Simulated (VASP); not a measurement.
# Hf (Fm-3m) in VASP: notebook

Hf is run at these levels: revPBE; tasks: single point.

Program: VASP 6.6.1. These are calculated values, not measurements. Logs are shortened: lines on timing, memory, paths and dates and some standing lists are left out, and cuts for length are marked.

## Step 1: The cell of the first run

Symmetry: Fm-3m, No. 225, cubic system. The conventional cell has a = 4.635 Å, b = 4.635 Å, c = 4.635 Å, α = 90.00°, β = 90.00°, γ = 90.00°. Within 4.3 Å of Hf (site symmetry m-3m) lie 12 Hf at 3.28 Å.

## Step 2: Single point, revPBE (volume scaled by 1.08)

INCAR reads:

```
PREC = Accurate
ENCUT = 520
EDIFF = 1E-7
ISMEAR = -1
SIGMA = 0.1
LREAL = F
LASPH = T
NELM = 60
ALGO = Normal
ISIF = 2
LWAVE = F
LCHARG = T
GGA = RE
LELF = T
LVHAR = T
NBANDS = 11
```

KPOINTS reads:

```
Automatic mesh
0
Gamma
  14 14 14
```

POSCAR reads:

```
Hf
1.0
    0.0000000000      2.3176191291      2.3176191291
    2.3176191291      0.0000000000      2.3176191291
    2.3176191291      2.3176191291      0.0000000000
Hf
1
Direct
    0.0000000000      0.0000000000      0.0000000000
```

Potentials or basis: VASP PAW PBE potentials, release 64 (Hf_pv).

The run is started by

```bash
cat potpaw_PBE.64/Hf_pv/POTCAR > POTCAR
mpirun -np 1 vasp_std > vasp.out
```

OUTCAR:

```text
PREC = Accurate
   ENCUT = 520
   EDIFF = 1E-7
   ISMEAR = -1
   LREAL = F
   LASPH = T
   NELM = 60
   ISIF = 2
   GGA = RE

 ion  position               nearest neighbor table
   1  0.000  0.000  0.000-

  LATTYP: Found a face centered cubic cell.
 ALAT       =     4.6352382582

  Lattice vectors:

 A1 = (   0.0000000000,   2.3176191291,   2.3176191291)
 A2 = (   2.3176191291,   0.0000000000,   2.3176191291)
 A3 = (   2.3176191291,   2.3176191291,   0.0000000000)

Analysis of symmetry for initial positions (statically):
=====================================================================
 Subroutine PRICEL returns:
 Original cell was already a primitive cell.

 Routine SETGRP: Setting up the symmetry group for a
 face centered cubic supercell.

 Subroutine GETGRP returns: Found 48 space group operations
 (whereof 48 operations were pure point group operations)
 out of a pool of 48 trial point group operations.

The static configuration has the point symmetry O_h .

Analysis of symmetry for dynamics (positions and initial velocities):
=====================================================================
 Subroutine PRICEL returns:
 Original cell was already a primitive cell.

 Routine SETGRP: Setting up the symmetry group for a
 face centered cubic supercell.

 Subroutine GETGRP returns: Found 48 space group operations
 (whereof 48 operations were pure point group operations)
 out of a pool of 48 trial point group operations.

The dynamic configuration has the point symmetry O_h .

 Subroutine INISYM returns: Found 48 space group operations
 (whereof 48 operations are pure point group operations),
 and found     1 'primitive' translations

----------------------------------------------------------------------------------------

                                     Primitive cell

  volume of cell :      24.8975

  direct lattice vectors                    reciprocal lattice vectors
     0.000000000  2.317619129  2.317619129    -0.215738640  0.215738640  0.215738640
     2.317619129  0.000000000  2.317619129     0.215738640 -0.215738640  0.215738640
     2.317619129  2.317619129  0.000000000     0.215738640  0.215738640 -0.215738640

  length of vectors
     3.277608405  3.277608405  3.277608405     0.373670286  0.373670286  0.373670286

  position of ions in fractional coordinates (direct lattice)
     0.000000000  0.000000000  0.000000000

  ion indices of the primitive-cell ions
   primitive index   ion index
                 1           1

----------------------------------------------------------------------------------------

 KPOINTS: Automatic mesh

Automatic generation of k-mesh.
 Grid dimensions read from file:
 generate k-points for:   14   14   14

 Generating k-lattice:

  Cartesian coordinates                     Fractional coordinates (reciprocal lattice)
    -0.015409903  0.015409903  0.015409903     0.071428571  0.000000000  0.000000000
     0.015409903 -0.015409903  0.015409903     0.000000000  0.071428571  0.000000000
     0.015409903  0.015409903 -0.015409903     0.000000000  0.000000000  0.071428571

  Length of vectors
     0.026690735  0.026690735  0.026690735

  Shift w.r.t. Gamma in fractional coordinates (k-lattice)
     0.000000000  0.000000000  0.000000000

 Subroutine IBZKPT returns following result:
 ===========================================

 Found    104 irreducible k-points:

 Following reciprocal coordinates:
            Coordinates               Weight
  0.000000  0.000000  0.000000      1.000000
  0.071429  0.000000  0.000000      8.000000
  0.142857  0.000000  0.000000      8.000000
  0.214286  0.000000  0.000000      8.000000
  0.285714  0.000000  0.000000      8.000000
  0.357143  0.000000  0.000000      8.000000
[... 16 lines left out ...]
  0.214286  0.142857  0.000000     24.000000
  0.285714  0.142857  0.000000     24.000000
 [... further k-points ...]
   k-points           NKPTS =    104   k-points in BZ     NKDIM =    104   number of bands    NBANDS=     11
   number of dos      NEDOS =    301   number of ions     NIONS =      1
   total plane-waves  NPLWV =  13824
   dimension x,y,z NGX =    24 NGY =   24 NGZ =   24
   dimension x,y,z NGXF=    48 NGYF=   48 NGZF=   48
   ions per type =               1
   NGX,Y,Z   is equivalent  to a cutoff of  12.17, 12.17, 12.17 a.u.
   NGXF,Y,Z  is equivalent  to a cutoff of  24.35, 24.35, 24.35 a.u.
 SYSTEM =  unknown system
   PREC   = accura    normal or accurate (medium, high low for compatibility)
   ISTART =      0    job   : 0-new  1-cont  2-samecut
   ICHARG =      2    charge: 1-file 2-atom 10-const
   ISPIN  =      1    spin polarized calculation?
   LNONCOLLINEAR =      F non collinear calculations
   LSORBIT =      F    spin-orbit coupling
   LASPH  =      T    aspherical Exc in radial PAW
   ENCUT  =  520.0 eV  38.22 Ry    6.18 a.u.   6.09  6.09  6.09*2*pi/ulx,y,z
   NELM   =     60;   NELMIN=  2; NELMDL= -5     # of ELM steps
   EDIFF  = 0.1E-06   stopping-criterion for ELM
   LREAL  =      F    real-space projection
   EDIFFG = 0.1E-05   stopping-criterion for IOM
   NSW    =      0    number of steps for IOM
   IBRION =     -1    ionic relax: 0-MD 1-quasi-New 2-CG
   NFREE  =      0    steps in history (QN), initial steepest desc. (CG)
   ISIF   =      2    stress and relaxation
   ISYM   =      2    0-nonsym 1-usesym 2-fastsym
   POTIM  = 0.5000    time-step for ionic-motion
   TEBEG  =    0.0;   TEEND  =   0.0 temperature during run
   PSTRESS=    0.0 pullay stress
   NELECT =      10.0000    total number of electrons
   NUPDOWN=      -1.0000    fix difference up-down
   EMIN   =  10.00;   EMAX   =-10.00  energy-range for DOS
   EFERMI =   0.00;   METHOD = LEGACY
   ISMEAR =    -1;   SIGMA  =   0.10  broadening in eV -4-tet -1-fermi 0-gaus
   EFERMI_NEDOS =   21; number of points for ismear=-14 and -15
   IALGO  =     38    algorithm
   IMIX   =      4    mixing-type and parameters
     AMIX     =   0.40;   BMIX     =  1.00
     AMIX_MAG =   1.60;   BMIX_MAG =  1.00
  volume/ion in A,a.u.               =      24.90       168.02
  Fermi-wavevector in a.u.,A,eV,Ry     =   1.207877  2.282557 19.850454  1.458967
  Thomas-Fermi vector in A             =   2.343502
   LORBIT       =      0    0 simple, 1 ext, 2 COOP (PROOUT), +10 PAW based schemes
   GGA     = RE    functional components
   LHFCALC =     F    Hartree Fock is set to
   AEXX    =    0.0000 exact exchange contribution
   IVDW    =     0    specifies the selected vdW correction
   LEPSILON=     F    determine dielectric tensor
   LRPA    =     F    only Hartree local field effects (RPA)
 non-spin polarized calculation
  energy-cutoff  :      520.00
  volume of cell :       24.90
 maximum number of plane-waves:       692
   NGX = 13   NGY = 13   NGZ = 13

 number of electron      10.0000001 magnetization

 Free energy of the ion-electron system (eV)
  ---------------------------------------------------
  ext. energy  EPLUGINS =         0.00000000
  ---------------------------------------------------
  free energy    TOTEN  =        -9.49438807 eV

  energy without entropy =       -9.44101344  energy(sigma->0) =       -9.46770076

 E-fermi :   4.1058     XC(G=0): -10.7626

 val. band max:        4.1042461642   @ k =  -0.2857   0.4286   0.1429
 cond. band min:       4.1216650126   @ k =  -0.2857   0.5000   0.2143
 fundamental gap:      0.0174188485
 Fermi energy:         4.1058415039

 k-point     1 :       0.0000    0.0000    0.0000
  band No.  band energies     occupation
      1     -26.3414      2.00000
      2     -26.3414      2.00000
      3     -26.3414      2.00000
      4      -2.7358      2.00000
      5       5.4594      0.00000
      6       5.4594      0.00000
      7       5.4594      0.00000
      8       7.8964      0.00000
      9       7.8964      0.00000
     10      15.0203      0.00000
     11      16.8362      0.00000

 k-point     2 :       0.0714    0.0000    0.0000
  band No.  band energies     occupation
      1     -26.3702      2.00000
      2     -26.3452      2.00000
      3     -26.3452      2.00000
      4      -2.5785      2.00000
      5       5.2994      0.00001
      6       5.5342      0.00000
      7       5.5342      0.00000
      8       7.8195      0.00000
      9       7.8195      0.00000
     10      15.3688      0.00000
     11      16.8355      0.00000

 k-point     3 :       0.1429    0.0000    0.0000
  band No.  band energies     occupation
      1     -26.4501      2.00000
      2     -26.3558      2.00000
      3     -26.3558      2.00000
      4      -2.1247      2.00000
      5       4.9073      0.00066
      6       5.7071      0.00000
      7       5.7071      0.00000
      8       7.6820      0.00000
      9       7.6820      0.00000
     10      16.1260      0.00000
     11      16.8220      0.00000

 k-point     4 :       0.2143    0.0000    0.0000
  band No.  band energies     occupation
      1     -26.5636      2.00000
      2     -26.3711      2.00000
      3     -26.3711      2.00000
      4      -1.4331      2.00000
      5       4.4616      0.05544
      6       5.8081      0.00000
      7       5.8081      0.00000
      8       7.7351      0.00000
      9       7.7351      0.00000
     10      15.3790      0.00000
     11      16.8367      0.00000
[... 239 lines left out ...]
 k-point    22 :       0.1429    0.1429    0.0000
  band No.  band energies     occupation
      1     -26.4471      2.00000
      2     -26.3799      2.00000
      3     -26.3799      2.00000
      4      -1.9203      2.00000
      5       4.6283      0.01071
      6       5.9386      0.00000
      7       5.9386      0.00000
      8       6.8466      0.00000
      9       8.1890      0.00000
     10      16.7516      0.00000
     11      16.8339      0.00000

 k-point    23 :       0.2143    0.1429    0.0000
  band No.  band energies     occupation
      1     -26.5208      2.00000
      2     -26.3990      2.00000
      3     -26.3945      2.00000
      4      -1.4021      2.00000
      5       4.2639      0.34148
      6       5.9731      0.00000
      7       6.1688      0.00000
      8       6.6789      0.00000
      9       8.3404      0.00000
     10      16.8256      0.00000
     11      17.0945      0.00000

 k-point    24 :       0.2857    0.1429    0.0000
  band No.  band energies     occupation
      1     -26.6217      2.00000
      2     -26.4180      2.00000
      3     -26.4122      2.00000
      4      -0.6790      2.00000
      5       3.9279      1.71124
      6       5.5225      0.00000
      7       6.2577      0.00000
      8       7.2221      0.00000
      9       8.6531      0.00000
     10      15.9228      0.00000
     11      16.8399      0.00000

 [... further k-points ...]
[... 5 lines left out ...]
  --------------------------------------------------------------------------------------
  -------------------------------------------------------------------------------------
  Total       -1.0952131     -1.0952131     -1.0952131      0.0000000      0.0000000     -0.0000000
  in kB      -70.4779094    -70.4779094    -70.4779094      0.0000000      0.0000000     -0.0000000
  external PRESSURE =     -70.4779094 kB  Pullay stress =       0.0000000 kB

 VOLUME and BASIS-vectors are now :
 -----------------------------------------------------------------------------
  energy-cutoff  :      520.00
  volume of cell :       24.90
      direct lattice vectors                 reciprocal lattice vectors
     0.000000000  2.317619129  2.317619129    -0.215738640  0.215738640  0.215738640
     2.317619129  0.000000000  2.317619129     0.215738640 -0.215738640  0.215738640
     2.317619129  2.317619129  0.000000000     0.215738640  0.215738640 -0.215738640

 POSITION                                       TOTAL-FORCE (eV/Angst)
 -----------------------------------------------------------------------------------
      0.00000      0.00000      0.00000        -0.000000      0.000000     -0.000000
 -----------------------------------------------------------------------------------
    total drift:                               -0.000000      0.000000      0.000000

  FREE ENERGIE OF THE ION-ELECTRON SYSTEM (eV)
  ---------------------------------------------------
  free  energy   TOTEN  =        -9.4943880726 eV

  energy  without entropy=       -9.4410134429  energy(sigma->0) =       -9.46770076
```

It took 33 s on 1 thread of Intel Xeon 6975P-C, shared host; peak memory 0.15 GiB.

Results:

```yaml
Free_energy: -9.4944 eV
Pressure: -7.0 GPa
Band_gap_on_the_k_mesh: zero (band 5 reaches 5.46 eV, above the bottom of band 6 at 3.60 eV)
```

Caveat: the PAW data sets were made with another functional, which shifts forces and pressure a little; spin-orbit coupling is left out, which moves the levels of the heavy elements.

(Continued in part 2 of 2.)
